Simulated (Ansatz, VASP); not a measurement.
**In3Se in VASP and in Ansatz**

INCAR

```
  ALGO = Normal
  EDIFF = 1E-7
  ENCUT = 520
  GGA = PE
  ISIF = 2
  ISMEAR = -1
  LASPH = T
  LCHARG = F
  LREAL = F
  LWAVE = F
  NBANDS = 30
  NELM = 80
  PREC = Accurate
  SIGMA = 0.05
```

File KPOINTS:

```
k-points
0
Gamma
  6 6 6
```

File POSCAR:

```
In3Se
1.0
    4.8669725914      0.0000000000      0.0000000000
    0.0000000000      4.8669725914      0.0000000000
    0.0000000000      0.0000000000      4.8669725914
In Se
3 1
Direct
    0.5000000000      0.5000000000      0.0000000000
    0.5000000000      0.0000000000      0.5000000000
    0.0000000000      0.5000000000      0.5000000000
    0.0000000000      0.0000000000      0.0000000000
```

input.yaml

```yaml
crystal:
  lattice:
    - [4.8669725914, 0.0, 0.0]
    - [0.0, 4.8669725914, 0.0]
    - [0.0, 0.0, 4.8669725914]
  atoms:
    - { symbol: In, position: [0.5, 0.5, 0.0] }
    - { symbol: In, position: [0.5, 0.0, 0.5] }
    - { symbol: In, position: [0.0, 0.5, 0.5] }
    - { symbol: Se, position: [0.0, 0.0, 0.0] }
hamiltonian:
  xc: pbe
  pseudopotentials: { kind: paw }
kpoints:
  mp_grid: { grid: [6, 6, 6] }
scf:
  occupations: { method: fermi_dirac, width: 0.05 }
output:
  forces: true
  stress: true
  eigenvalues: true
```

Alike in both runs: task single point; functional PBE; k mesh 6 × 6 × 6; occupations fermi-dirac, width 0.05 eV; no spin polarisation.

```csv
,VASP,Ansatz
version,VASP 6.6.1,Ansatz 0.2.0
potentials or method,"VASP PAW PBE potentials, release 64 (In_d, Se)",Ansatz PAW
plane-wave cutoff (eV),520,420
valence electrons in the cell,45,55
```

|  | VASP | Ansatz | Ansatz less VASP |
| --- | --- | --- | --- |
| gap on the k mesh at the Fermi level (eV) | none | none | - |
| pressure (GPa) | -1.4 | -1.4 | +0.02 |

A gap of «none» marks a metal or a gap that the smearing closes. The functional is the same, so the differences come from potentials, cutoffs and numerics. VASP's potentials hold 45 valence electrons a cell and Ansatz's 55, so a difference there can come from the potentials and not from the codes.
